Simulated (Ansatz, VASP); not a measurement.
## Two plane-wave programs on InGa3As4

File INCAR:

```
SYSTEM = InGa3As4
PREC = Accurate
ENCUT = 520
EDIFF = 1E-6
ISMEAR = -1
SIGMA = 0.02
LREAL = .False.
LASPH = .True.
NELM = 80
ALGO = Normal
ISIF = 2
LWAVE = .False.
LCHARG = .False.
GGA = PE
NBANDS = 46
```

Contents of KPOINTS:

```
regular mesh
0
Gamma
  6 4 4
  0 0 0
```

Contents of POSCAR:

```
InGa3As4
1.0
    4.1364811116      0.0000000000      0.0000000000
    0.0000000000      8.2904735981      0.0000000000
    0.0000000000      0.0000000000      5.8593775600
Ga As In
3 4 1
Direct
    0.0000000000      0.7580414007     -0.0002489526
    0.5000000000      0.0000000000      0.4980044470
    0.0000000000      0.2419585993     -0.0002489526
    0.5000000000      0.7623847093      0.2406404709
    0.0000000000      0.0000000000      0.7416947380
    0.5000000000      0.2376152907      0.2406404709
    0.0000000000      0.5000000000      0.7791784276
    0.5000000000      0.5000000000      0.5003393506
```

Input for Ansatz:

```yaml
crystal:
  lattice:
    - [4.1364811116, 0.0, 0.0]
    - [0.0, 8.2904735981, 0.0]
    - [0.0, 0.0, 5.85937756]
  atoms:
    - { symbol: Ga, position: [0.0, 0.7580414007, -0.0002489526] }
    - { symbol: As, position: [0.5, 0.7623847093, 0.2406404709] }
    - { symbol: Ga, position: [0.5, 0.0, 0.498004447] }
    - { symbol: As, position: [0.0, 0.0, 0.741694738] }
    - { symbol: Ga, position: [0.0, 0.2419585993, -0.0002489526] }
    - { symbol: As, position: [0.5, 0.2376152907, 0.2406404709] }
    - { symbol: In, position: [0.5, 0.5, 0.5003393506] }
    - { symbol: As, position: [0.0, 0.5, 0.7791784276] }
kpoints:
  mp_grid: { grid: [6, 4, 4] }
hamiltonian:
  xc: pbe
scf:
  occupations: { method: fermi_dirac, width: 0.02 }
  n_extra_bands: 6
output:
  forces: true
  stress: true
  eigenvalues: true
```

Alike in both runs: task single point; functional PBE; k mesh 6 × 4 × 4; occupations fermi-dirac, width 0.02 eV; no spin polarisation.

|  | VASP | Ansatz |
| --- | --- | --- |
| version | VASP 6.6.1 | Ansatz 0.2.0 |
| potentials or method | VASP PAW PBE potentials, release 64 (Ga_d, As, In_d) | plane waves, PAW |
| plane-wave cutoff (eV) | 520 | 420 |
| valence electrons in the cell | 72 | 112 |

```tsv
	VASP	Ansatz	Ansatz less VASP
pressure (GPa)	0.1	0.0	-0.13
```

VASP's potentials hold 72 valence electrons a cell and Ansatz's 112, so a difference there can come from the potentials and not from the codes.
